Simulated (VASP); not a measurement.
# BeZn3Se4 in VASP: further runs, part 2 of 2

VASP 6.6.1. The steps go on from the part before.

### Step 5. Single point, PBE (volume scaled by 0.94, then relaxed in part)

Input file INCAR:

```
SYSTEM = BeZn3Se4
PREC = Accurate
ENCUT = 520
EDIFF = 1E-6
ISMEAR = 0
SIGMA = 0.02
LREAL = .FALSE.
LASPH = .TRUE.
NELM = 80
ALGO = Normal
ISIF = 2
LWAVE = .FALSE.
LCHARG = .FALSE.
GGA = PE
NBANDS = 41
```

Input file KPOINTS:

```
regular mesh
0
G
  8 8 8
  0 0 0
```

Input file POSCAR:

```
BeZn3Se4
1.0
   -2.7408568323      2.7408568323      5.4621486797
    2.7408568323     -2.7408568323      5.4621486797
    2.7408568323      2.7408568323     -5.4621486797
Be Zn Se
1 3 4
Direct
    0.0000000000      0.0000000000      0.0000000000
    0.2500000000      0.7500000000      0.5000000000
    0.7500000000      0.2500000000      0.5000000000
    0.5000000000      0.5000000000      0.0000000000
    0.3502662388      0.8852665039      0.0000000000
    0.1147334961      0.1147334961      0.4649997349
    0.6497337612      0.6497337612      0.5350002651
    0.8852665039      0.3502662388      0.0000000000
```

Started as:

```bash
> cat potpaw_PBE.64/Be/POTCAR potpaw_PBE.64/Zn/POTCAR potpaw_PBE.64/Se/POTCAR > POTCAR
> mpirun -np 1 vasp_std > vasp.out
```

Wall time 14 min (1 thread of Intel Xeon Platinum 8259CL at 2.50GHz (Skylake/Cascade Lake), shared host); peak memory 0.54 GiB.

Results (log left out):

* Free energy: -26.7191 eV
* Pressure: 4.6 GPa
* Largest force: 0.016 eV/Å
* Band gap on the k mesh: 2.03 eV, direct

Forces on the atoms (eV/Å):
```
Be   0.000  0.000  0.000
Zn   0.000  0.000  0.000
Zn   0.000  0.000  0.000
Zn   0.000  0.000  0.000
Se   0.010 -0.010 -0.008
Se  -0.010 -0.010  0.008
Se   0.010  0.010  0.008
Se  -0.010  0.010 -0.008
```

Levels at points of the mesh, in eV from the valence-band top:
```tsv
k point	band 29	band 30	band 31	band 32	band 33	band 34
(0.00, 0.00, 0.00)	-0.07	0.00	0.00	2.03	2.80	3.36
(0.50, 0.00, 0.00)	-1.70	-1.08	-0.87	4.09	4.62	4.80
(0.50, 0.50, 0.00)	-0.92	-0.78	-0.63	2.75	2.87	4.42
(0.50, 0.50, 0.50)	-1.53	-1.22	-1.22	2.90	2.90	3.21
```

Caveat: the cell differs from its parent crystal (volume scaled by 0.94, then relaxed in part). A k mesh can miss the band edges.

### Step 6. Single point, PBE

This run uses another cell than the first one, of 21.83 Å³/atom, 1.005 times its volume.

INCAR, as its differences from that of step 5:

```diff
@@ -8,3 +8,3 @@
 LASPH = .TRUE.
-NELM = 80
+NELM = 60
 ALGO = Normal
```

Input file KPOINTS:

```
Automatic mesh
0
G
  8 8 8
  0 0 0
```

Input file POSCAR:

```
BeZn3Se4
1.0
   -2.7976063296      2.7976063296      5.5774432735
    2.7976063296     -2.7976063296      5.5774432735
    2.7976063296      2.7976063296     -5.5774432735
Be Zn Se
1 3 4
Direct
    0.0000000000      0.0000000000      0.0000000000
    0.2500000000      0.7500000000      0.5000000000
    0.7500000000      0.2500000000      0.5000000000
    0.5000000000      0.5000000000      0.0000000000
    0.3508388706      0.8850897086      0.0000000000
    0.1149102914      0.1149102914      0.4657491619
    0.6491611294      0.6491611294      0.5342508381
    0.8850897086      0.3508388706      0.0000000000
```

Potentials or basis: VASP PAW PBE potentials, release 64 (Be, Zn, Se).

Started as:

```bash
> cat potpaw_PBE.64/Be/POTCAR potpaw_PBE.64/Zn/POTCAR potpaw_PBE.64/Se/POTCAR > POTCAR
> mpirun -np 1 vasp_std > vasp.out
```

OUTCAR:

```text
SYSTEM = BeZn3Se4
   PREC = Accurate
   ENCUT = 520
   EDIFF = 1E-6
   ISMEAR = 0
   LREAL = .FALSE.
   LASPH = .TRUE.
   NELM = 60
   ISIF = 2
   GGA = PE

 ion  position               nearest neighbor table
   1  0.000  0.000  0.000-   6 2.26   5 2.26   8 2.26   7 2.26
   2  0.250  0.750  0.500-   7 2.47   5 2.47   8 2.47   6 2.47
   3  0.750  0.250  0.500-   7 2.47   8 2.47   5 2.47   6 2.47
   4  0.500  0.500  0.000-   5 2.49   8 2.49   6 2.49   7 2.49
   5  0.351  0.885  0.000-   1 2.26   3 2.47   2 2.47   4 2.49
   6  0.115  0.115  0.466-   1 2.26   2 2.47   3 2.47   4 2.49
   7  0.649  0.649  0.534-   1 2.26   2 2.47   3 2.47   4 2.49
   8  0.885  0.351  0.000-   1 2.26   2 2.47   3 2.47   4 2.49

  LATTYP: Found a body centered tetragonal cell.
 ALAT       =     5.5952126592
 C/A-ratio  =     1.9936483609

  Lattice vectors:

 A1 = (  -2.7976063296,   2.7976063296,   5.5774432735)
 A2 = (   2.7976063296,  -2.7976063296,   5.5774432735)
 A3 = (   2.7976063296,   2.7976063296,  -5.5774432735)

Analysis of symmetry for initial positions (statically):
=====================================================================
 Subroutine PRICEL returns:
 Original cell was already a primitive cell.

 Routine SETGRP: Setting up the symmetry group for a
 body centered tetragonal supercell.

 Subroutine GETGRP returns: Found  8 space group operations
 (whereof  8 operations were pure point group operations)
 out of a pool of 16 trial point group operations.

The static configuration has the point symmetry D_2d.

Analysis of symmetry for dynamics (positions and initial velocities):
=====================================================================
 Subroutine PRICEL returns:
 Original cell was already a primitive cell.

 Routine SETGRP: Setting up the symmetry group for a
 body centered tetragonal supercell.

 Subroutine GETGRP returns: Found  8 space group operations
 (whereof  8 operations were pure point group operations)
 out of a pool of 16 trial point group operations.

The dynamic configuration has the point symmetry D_2d.

 Subroutine INISYM returns: Found  8 space group operations
 (whereof  8 operations are pure point group operations),
 and found     1 'primitive' translations

----------------------------------------------------------------------------------------

                                     Primitive cell

  volume of cell :     174.6097

  direct lattice vectors                    reciprocal lattice vectors
    -2.797606330  2.797606330  5.577443274     0.000000000  0.178724217  0.089646810
     2.797606330 -2.797606330  5.577443274     0.178724217  0.000000000  0.089646810
     2.797606330  2.797606330 -5.577443274     0.178724217  0.178724217  0.000000000

  length of vectors
     6.838207062  6.838207062  6.838207062     0.199947234  0.199947234  0.252754211

  position of ions in fractional coordinates (direct lattice)
     0.000000000  0.000000000  0.000000000
     0.250000000  0.750000000  0.500000000
     0.750000000  0.250000000  0.500000000
     0.500000000  0.500000000  0.000000000
     0.350838871  0.885089709  0.000000000
     0.114910291  0.114910291  0.465749162
     0.649161129  0.649161129  0.534250838
     0.885089709  0.350838871  0.000000000

  ion indices of the primitive-cell ions
   primitive index   ion index
[... 36 lines left out ...]
            Coordinates               Weight
  0.000000  0.000000  0.000000      1.000000
  0.125000 -0.000000  0.000000      8.000000
  0.250000 -0.000000  0.000000      8.000000
  0.375000 -0.000000  0.000000      8.000000
  0.500000 -0.000000  0.000000      4.000000
  0.125000  0.125000  0.000000      8.000000
[... 16 lines left out ...]
  0.250000  0.125000  0.125000     16.000000
  0.375000  0.125000  0.125000      8.000000
 [... further k-points ...]
   k-points           NKPTS =     59   k-points in BZ     NKDIM =     59   number of bands    NBANDS=     41
   number of dos      NEDOS =    301   number of ions     NIONS =      8
   total plane-waves  NPLWV = 157464
   dimension x,y,z NGX =    54 NGY =   54 NGZ =   54
   dimension x,y,z NGXF=   108 NGYF=  108 NGZF=  108
   ions per type =               1   3   4
   NGX,Y,Z   is equivalent  to a cutoff of  13.13, 13.13, 13.13 a.u.
   NGXF,Y,Z  is equivalent  to a cutoff of  26.26, 26.26, 26.26 a.u.
 SYSTEM =  BeZn3Se4
   PREC   = accura    normal or accurate (medium, high low for compatibility)
   ISTART =      0    job   : 0-new  1-cont  2-samecut
   ICHARG =      2    charge: 1-file 2-atom 10-const
   ISPIN  =      1    spin polarized calculation?
   LNONCOLLINEAR =      F non collinear calculations
   LSORBIT =      F    spin-orbit coupling
   LASPH  =      T    aspherical Exc in radial PAW
   ENCUT  =  520.0 eV  38.22 Ry    6.18 a.u.  12.71 12.71 12.71*2*pi/ulx,y,z
   NELM   =     60;   NELMIN=  2; NELMDL= -5     # of ELM steps
   EDIFF  = 0.1E-05   stopping-criterion for ELM
   LREAL  =      F    real-space projection
   EDIFFG = 0.1E-04   stopping-criterion for IOM
   NSW    =      0    number of steps for IOM
   IBRION =     -1    ionic relax: 0-MD 1-quasi-New 2-CG
   NFREE  =      0    steps in history (QN), initial steepest desc. (CG)
   ISIF   =      2    stress and relaxation
   ISYM   =      2    0-nonsym 1-usesym 2-fastsym
   POTIM  = 0.5000    time-step for ionic-motion
   TEBEG  =    0.0;   TEEND  =   0.0 temperature during run
   PSTRESS=    0.0 pullay stress
   NELECT =      62.0000    total number of electrons
   NUPDOWN=      -1.0000    fix difference up-down
   EMIN   =  10.00;   EMAX   =-10.00  energy-range for DOS
   EFERMI =   0.00;   METHOD = LEGACY
   ISMEAR =     0;   SIGMA  =   0.02  broadening in eV -4-tet -1-fermi 0-gaus
   EFERMI_NEDOS =   21; number of points for ismear=-14 and -15
   IALGO  =     38    algorithm
   IMIX   =      4    mixing-type and parameters
     AMIX     =   0.40;   BMIX     =  1.00
     AMIX_MAG =   1.60;   BMIX_MAG =  1.00
  volume/ion in A,a.u.               =      21.83       147.29
  Fermi-wavevector in a.u.,A,eV,Ry     =   1.159265  2.190693 18.284796  1.343895
  Thomas-Fermi vector in A             =   2.295859
   LORBIT       =      0    0 simple, 1 ext, 2 COOP (PROOUT), +10 PAW based schemes
   GGA     = PE    functional components
   LHFCALC =     F    Hartree Fock is set to
   AEXX    =    0.0000 exact exchange contribution
   IVDW    =     0    specifies the selected vdW correction
   LEPSILON=     F    determine dielectric tensor
   LRPA    =     F    only Hartree local field effects (RPA)
 non-spin polarized calculation
 Gauss-broadening in eV      SIGMA  =   0.02
  energy-cutoff  :      520.00
  volume of cell :      174.61
 maximum number of plane-waves:      4749
 NGX is ok and might be reduce to    54
   NGX = 25   NGY = 25   NGZ = 25

 number of electron      61.9999997 magnetization

 Free energy of the ion-electron system (eV)
  ---------------------------------------------------
  ext. energy  EPLUGINS =         0.00000000
  ---------------------------------------------------
  free energy    TOTEN  =       -26.86729572 eV

  energy without entropy =      -26.86729572  energy(sigma->0) =      -26.86729572

 E-fermi :   1.8864     XC(G=0):  -9.2559

 val. band max:        1.7548830143   @ k =   0.0000   0.0000   0.0000
 cond. band min:       3.4986224688   @ k =   0.0000   0.0000   0.0000
 fundamental gap:      1.7437394545
 Fermi energy:         1.8863815495

 k-point     1 :       0.0000    0.0000    0.0000
  band No.  band energies     occupation
      1     -11.4521      2.00000
      2     -10.2902      2.00000
      3     -10.2743      2.00000
      4     -10.2743      2.00000
      5      -4.6446      2.00000
      6      -4.6037      2.00000
[... 1045 lines left out ...]
     40       8.6672      0.00000
     41       8.6715      0.00000

 [... further k-points ...]
[... 5 lines left out ...]
  --------------------------------------------------------------------------------------
  -------------------------------------------------------------------------------------
  Total        0.2226342      0.2226342      0.2222546      0.0000000     -0.0000000      0.0000000
  in kB        2.0428387      2.0428387      2.0393557      0.0000000     -0.0000000      0.0000000
  external PRESSURE =       2.0416777 kB  Pullay stress =       0.0000000 kB

 VOLUME and BASIS-vectors are now :
 -----------------------------------------------------------------------------
  energy-cutoff  :      520.00
  volume of cell :      174.61
      direct lattice vectors                 reciprocal lattice vectors
    -2.797606330  2.797606330  5.577443274     0.000000000  0.178724217  0.089646810
     2.797606330 -2.797606330  5.577443274     0.178724217  0.000000000  0.089646810
     2.797606330  2.797606330 -5.577443274     0.178724217  0.178724217  0.000000000

 POSITION                                       TOTAL-FORCE (eV/Angst)
 -----------------------------------------------------------------------------------
      0.00000      0.00000      0.00000         0.000000      0.000000      0.000000
      2.79761      0.00000      2.78872        -0.000000      0.000000      0.000000
      0.00000      2.79761      2.78872         0.000000      0.000000      0.000000
      0.00000      0.00000      5.57744         0.000000      0.000000      0.000000
      1.49462     -1.49462      6.89332         0.005619     -0.005619     -0.005227
      1.30298      1.30298     -1.31588        -0.005619     -0.005619      0.005227
      1.49462      1.49462      4.26157         0.005619      0.005619      0.005227
     -1.49462      1.49462      6.89332        -0.005619      0.005619     -0.005227
 -----------------------------------------------------------------------------------
    total drift:                                0.000006      0.000006      0.000011

  FREE ENERGIE OF THE ION-ELECTRON SYSTEM (eV)
  ---------------------------------------------------
  free  energy   TOTEN  =       -26.8672957226 eV

  energy  without entropy=      -26.8672957226  energy(sigma->0) =      -26.86729572
```

Run time: 18 min. Hardware: 1 thread of Intel Xeon Platinum 8259CL at 2.50GHz (Skylake/Cascade Lake), shared host; peak memory 0.62 GiB.

Results:

```yaml
Free_energy: -26.8673 eV
Pressure: 0.2 GPa
Largest_force: 0.010 eV/Å
Band_gap_on_the_k_mesh: 1.74 eV, direct
```

Forces on the atoms (eV/Å):
```
Be   0.000  0.000  0.000
Zn   0.000  0.000  0.000
Zn   0.000  0.000  0.000
Zn   0.000  0.000  0.000
Se   0.006 -0.006 -0.005
Se  -0.006 -0.006  0.005
Se   0.006  0.006  0.005
Se  -0.006  0.006 -0.005
```

Levels at points of the mesh, in eV from the valence-band top:
```tsv
k point	band 28	band 29	band 30	band 31	band 32	band 33	band 34	band 35
(0.00, 0.00, 0.00)	-2.06	-0.06	0.00	0.00	1.74	2.94	3.37	5.40
(0.50, 0.00, 0.00)	-1.59	-1.54	-0.98	-0.78	3.92	4.35	4.79	4.88
(0.50, 0.50, 0.00)	-0.92	-0.82	-0.71	-0.57	2.61	2.74	4.35	4.49
(0.50, 0.50, 0.50)	-1.38	-1.38	-1.09	-1.09	3.03	3.03	3.23	3.35
```

### Step 7. Single point, PBE

This run uses another cell than the first one, of 21.77 Å³/atom, 1.003 times its volume.

Input file INCAR:

```
SYSTEM = BeZn3Se4
ALGO = Normal ; EDIFF = 1E-6
ENCUT = 520 ; GGA = PE
ISIF = 2 ; ISMEAR = 0
LASPH = .True. ; LCHARG = .False.
LREAL = .False. ; LWAVE = .False.
NBANDS = 41 ; NELM = 80
PREC = Accurate ; SIGMA = 0.1
```

Input file KPOINTS:

```
k-points
0
Gamma
  4 4 4
  0 0 0
```

Input file POSCAR:

```
BeZn3Se4
1.0
    5.5880612593      0.0016740732     -0.0032276236
    0.0017285478      5.5920536976      0.0017023541
   -2.7981738690     -2.7952016041      5.5745584265
Be Zn Se
1 3 4
Direct
   -0.0006044473     -0.0004866309     -0.0006351968
    0.7487050392      0.2497250381      0.4987813205
    0.2508277428      0.7513639122      0.5007198118
    0.5007047568      0.4997801139      0.0009608210
    0.8859950702      0.3506105180      0.2361324206
    0.1144407239      0.1151095302      0.7638531924
    0.6493947684      0.6489500872      0.7645000729
    0.3505363460      0.8849474313      0.2356875576
```

Started as:

```bash
> cat potpaw_PBE.64/Be/POTCAR potpaw_PBE.64/Zn/POTCAR potpaw_PBE.64/Se/POTCAR > POTCAR
> mpirun -np 1 vasp_std > vasp.out
```

Wall time 3 min (1 thread of AMD EPYC 9R45 (Zen 5), shared host); peak memory 0.39 GiB.

It converged, with:

* Free energy: -26.8632 eV
* Pressure: 0.3 GPa
* Largest force: 0.028 eV/Å
* Band gap on the k mesh: 1.75 eV, direct

Forces on the atoms (eV/Å):
```
Be   0.011  0.005  0.002
Zn   0.014  0.003  0.024
Zn  -0.012 -0.021 -0.004
Zn  -0.006  0.006 -0.017
Se   0.003  0.009  0.006
Se  -0.006 -0.005  0.011
Se  -0.004  0.004 -0.011
Se  -0.001 -0.003 -0.012
```

Levels at points of the mesh, in eV from the valence-band top:
```csv
k point,band 29,band 30,band 31,band 32,band 33,band 34
"(0.00, 0.00, 0.00)",-0.06,-0.01,0.00,1.75,2.93,3.36
"(0.50, 0.00, 0.00)",-1.55,-0.99,-0.79,3.92,4.36,4.78
"(0.00, 0.50, 0.00)",-1.55,-0.98,-0.79,3.92,4.36,4.78
"(0.50, 0.50, 0.00)",-0.83,-0.71,-0.57,2.61,2.74,4.35
"(0.00, 0.00, 0.50)",-1.39,-1.11,-1.09,3.01,3.02,3.22
"(0.50, 0.00, 0.50)",-1.55,-0.98,-0.78,3.92,4.37,4.78
"(0.00, 0.50, 0.50)",-1.55,-0.99,-0.79,3.92,4.35,4.78
"(0.50, 0.50, 0.50)",-0.83,-0.72,-0.57,2.61,2.74,4.35
```

### Step 8. Overview

| task | cell | k mesh | cutoff (eV) | smearing | gap on the mesh (eV) | pressure (GPa) | largest force (eV/Å) |
| --- | --- | --- | --- | --- | --- | --- | --- |
| single point | a = 6.825 Å, angles 131.7, 131.7, 70.7°, 8 atoms | 3 × 3 × 3 | 520 | gaussian 0.15 eV | 1.77 | 0.6 | 0.05 |
| single point | a = 5.595, b = 5.595, c = 6.838 Å, angles 114.1, 114.1, 90.0°, 8 atoms | 4 × 4 × 4 | 520 | gaussian 0.1 eV | 1.74 | 0.2 | 0.01 |
| relaxation of cell and atoms | relaxed from a = 6.601 Å, angles 131.8, 131.8, 70.5°, 8 atoms | 3 × 3 × 3 | 600 | gaussian 0.15 eV | 1.72 | -0.1 | 0.02 |
| single point | a = 6.698 Å, angles 131.7, 131.7, 70.7°, 8 atoms | 8 × 8 × 8 | 520 | gaussian 0.02 eV | 2.03 | 4.6 | 0.02 |
| single point | a = 6.838 Å, angles 131.7, 131.7, 70.7°, 8 atoms | 8 × 8 × 8 | 520 | gaussian 0.02 eV | 1.74 | 0.2 | 0.01 |
| single point | a = 5.588, b = 5.592, c = 6.835 Å, angles 114.1, 114.2, 90.0°, 8 atoms | 4 × 4 × 4 | 520 | gaussian 0.1 eV | 1.75 | 0.3 | 0.03 |

Alike in all rows: level PBE; potentials or basis VASP PAW PBE potentials, release 64 (Be, Zn, Se); no spin polarisation.

Caveats: some runs use coarse meshes; the relaxation stopped at a loose force limit of 0.08 eV/Å, so its end isn't a converged minimum (some runs).

Total energies depend on the potentials used, so only differences within one code and one set of settings carry meaning.
